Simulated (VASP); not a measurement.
Here is a VASP 6.6.1 calculation.

File POSCAR:

```
Te
1.0
    2.3805956304      1.3744375267      1.3520017031
   -2.3805956304      1.3744375267      1.3520017031
    0.0000000000     -2.7488750574      1.3520016990
Te
1
Direct
    0.5000000000      0.5000000000      0.5000000000
```

The input INCAR.step1:

```
PREC = Accurate
ENCUT = 520
ISMEAR = 0
SIGMA = 0.1
LREAL = F
LASPH = T
NELM = 100
NBANDS = 9
GGA = PE
ALGO = Normal
EDIFF = 1E-4
LWAVE = T
LCHARG = F
```

INCAR.step2

```
PREC = Accurate
ENCUT = 520
EDIFF = 1E-7
ISMEAR = 0
SIGMA = 0.1
LREAL = F
LASPH = T
NELM = 100
ALGO = Normal
ISIF = 2
LWAVE = F
LCHARG = F
METAGGA = R2SCAN
LMIXTAU = T
NBANDS = 9
ISTART = 1
```

The input KPOINTS:

```
regular mesh
0
Gamma
  11 11 11
```

Potentials or basis: VASP PAW PBE potentials, release 64 (Te).

The run is started by

```sh
$ cat potpaw_PBE.64/Te/POTCAR > POTCAR
$ cp INCAR.step1 INCAR
$ mpirun -np 1 vasp_std > vasp.out
$ cp INCAR.step2 INCAR
$ mpirun -np 1 vasp_std > vasp.out
```

(1) What does it give for the band gap on the k mesh?

(2) Estimate the pressure.

## Answers

(1) zero (band 3 reaches 12.09 eV, above the bottom of band 4 at 5.69 eV).

(2) 10.0 GPa.

Caveat: the PAW data sets were made with another functional, which shifts forces and pressure a little; spin-orbit coupling is left out, which moves the levels of the heavy elements.
